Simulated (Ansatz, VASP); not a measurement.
# ZnS: VASP beside Ansatz

Contents of POSCAR:

```
ZnS
1.0
    3.7818726706      0.0000000000      0.0000000000
   -1.8909363353      3.2751978066      0.0000000000
    0.0000000000      0.0000000000      6.2080862171
Zn S
2 2
Direct
    0.3333333333      0.6666666667      0.0004882067
    0.6666666667      0.3333333333      0.5004882067
    0.3333333333      0.6666666667      0.3745117933
    0.6666666667      0.3333333333      0.8745117933
```

Contents of INCAR.step1:

```
SYSTEM = ZnS
  PREC = Accurate
  ENCUT = 520
  ISMEAR = 0
  SIGMA = 0.02
  LREAL = .False.
  LASPH = .True.
  NELM = 60
  NBANDS = 26
  GGA = PE
  ALGO = Normal
  EDIFF = 1E-4
  LWAVE = .True.
  LCHARG = .False.
```

Contents of INCAR.step2:

```
SYSTEM = ZnS
  PREC = Accurate
  ENCUT = 520
  EDIFF = 1E-6
  ISMEAR = 0
  SIGMA = 0.02
  LREAL = .False.
  LASPH = .True.
  NELM = 60
  ALGO = Normal
  ISIF = 2
  LWAVE = .False.
  LCHARG = .False.
  METAGGA = R2SCAN
  LMIXTAU = .True.
  NBANDS = 26
  ISTART = 1
```

KPOINTS

```
regular mesh
0
Gamma
  9 9 6
  0 0 0
```

Input for Ansatz:

```yaml
crystal:
  lattice:
    - [3.7818726706, 0.0, 0.0]
    - [-1.8909363353, 3.2751978066, 0.0]
    - [0.0, 0.0, 6.2080862171]
  atoms:
    - { symbol: Zn, position: [0.3333333333, 0.6666666667, 0.0004882067] }
    - { symbol: Zn, position: [0.6666666667, 0.3333333333, 0.5004882067] }
    - { symbol: S, position: [0.3333333333, 0.6666666667, 0.3745117933] }
    - { symbol: S, position: [0.6666666667, 0.3333333333, 0.8745117933] }
basis:
  ecutwfc: 500
kpoints:
  mp_grid: { grid: [9, 9, 6] }
  band_path:
    path:
      - [0.0, 0.0, 0.0]
      - [0.5, 0.0, 0.0]
      - [0.3333333333, 0.3333333333, 0.0]
      - [0.0, 0.0, 0.5]
      - [0.5, 0.0, 0.5]
      - [0.3333333333, 0.3333333333, 0.5]
    npoints: 1
hamiltonian:
  xc: r2scan
scf:
  occupations: { method: gaussian, width: 0.02 }
  n_extra_bands: 5
output:
  forces: true
  stress: true
  eigenvalues: true
  write_density: true
  write_potential: true
  elf: true
  volumetric_format: npy
```

Alike in both runs: task single point; functional r2SCAN; k mesh 9 × 9 × 6; occupations gaussian, width 0.02 eV; no spin polarisation.

|  | VASP | Ansatz |
| --- | --- | --- |
| version | VASP 6.6.1 | Ansatz 0.2.0 |
| potentials or method | VASP PAW PBE potentials, release 64 (Zn, S), cutoff 520 eV | scalar-relativistic, plane waves, PAW |
| valence electrons in the cell | 36 | 36 |

Ansatz gave:

```
gap on the k mesh at the Fermi level (eV) : 2.87
least direct gap on the mesh (eV)         : 2.87
pressure (GPa)                            : 1.5
```

Problem. Estimate VASP's values.

Solution. gap on the k mesh at the Fermi level (eV): 2.88; least direct gap on the mesh (eV): 2.88; pressure (GPa): 1.6.

VASP's potentials were made for PBE, not for r2SCAN.
